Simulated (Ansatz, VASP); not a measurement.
# SiGeO4 in VASP and in Ansatz

INCAR

```
PREC = Accurate
ENCUT = 520
EDIFF = 1E-7
ISMEAR = 0
SIGMA = 0.1
LREAL = False
LASPH = True
NELM = 100
ALGO = Normal
ISIF = 2
LWAVE = False
LCHARG = False
GGA = PE
NBANDS = 54
```

The input KPOINTS:

```
Automatic mesh
0
Gamma
  4 4 2
```

POSCAR

```
SiGeO4
1.0
    5.0977422225      0.0000000000      0.0000000000
   -2.4763148138      4.4686396369      0.0000000000
   -0.1786093077     -0.3454669047      8.4973578269
Si Ge O
2 2 8
Direct
    0.7050643141      0.3668126681      0.0634874401
    0.2981275055      0.6358921953      0.5625493692
    0.3678031517      0.6980969436      0.9378651527
    0.6295199520      0.2971508728      0.4364873286
    0.4891840709      0.4300008998      0.9427175904
    0.0600530877      0.6137434832      0.0553710846
    0.6676134242      0.0387973855      0.0127994817
    0.6017184438      0.3866091162      0.2415378316
    0.2693570625      0.7308439123      0.7434329201
    0.3678745369      0.9170807214      0.4515268957
    0.9854123422      0.3486320936      0.4935240700
    0.5582721083      0.5363397080      0.5586988354
```

Input for Ansatz:

```yaml
crystal:
  lattice:
    - [5.0977422225, 0.0, 0.0]
    - [-2.4763148138, 4.4686396369, 0.0]
    - [-0.1786093077, -0.3454669047, 8.4973578269]
  atoms:
    - { symbol: Si, position: [0.7050643141, 0.3668126681, 0.0634874401] }
    - { symbol: Si, position: [0.2981275055, 0.6358921953, 0.5625493692] }
    - { symbol: Ge, position: [0.3678031517, 0.6980969436, 0.9378651527] }
    - { symbol: Ge, position: [0.629519952, 0.2971508728, 0.4364873286] }
    - { symbol: O, position: [0.4891840709, 0.4300008998, 0.9427175904] }
    - { symbol: O, position: [0.0600530877, 0.6137434832, 0.0553710846] }
    - { symbol: O, position: [0.6676134242, 0.0387973855, 0.0127994817] }
    - { symbol: O, position: [0.6017184438, 0.3866091162, 0.2415378316] }
    - { symbol: O, position: [0.2693570625, 0.7308439123, 0.7434329201] }
    - { symbol: O, position: [0.3678745369, 0.9170807214, 0.4515268957] }
    - { symbol: O, position: [0.9854123422, 0.3486320936, 0.49352407] }
    - { symbol: O, position: [0.5582721083, 0.536339708, 0.5586988354] }
basis:
  ecutwfc: 420
kpoints:
  mp_grid: { grid: [4, 4, 2] }
hamiltonian:
  xc: pbe
scf:
  occupations: { method: gaussian, width: 0.1 }
  lower_state_search: "off"
output:
  forces: true
  stress: true
  eigenvalues: true
```

Change from the starting cell: the structure that the rattled cell fell into.

Alike in both runs: task single point; functional PBE; k mesh 4 × 4 × 2; occupations gaussian, width 0.1 eV; no spin polarisation.

```csv
,VASP,Ansatz
version,VASP 6.6.1,Ansatz 0.2.0
potentials or method,"VASP PAW PBE potentials, release 64 (Si, Ge_d, O), cutoff 520 eV","scalar-relativistic, plane waves, PAW"
valence electrons in the cell,84,84
```

VASP gave:

```
gap on the k mesh at the Fermi level (eV) : 4.38
least direct gap on the mesh (eV)         : 4.42
pressure (GPa)                            : -0.2
rms of the force components (eV/Å)        : 0.034
```

Problem. Which values does Ansatz return?

Solution. gap on the k mesh at the Fermi level (eV): 4.39; least direct gap on the mesh (eV): 4.43; pressure (GPa): 0.0; rms of the force components (eV/Å): 0.007.

Atom by atom the forces differ by 0.036 eV/Å (rms over components).
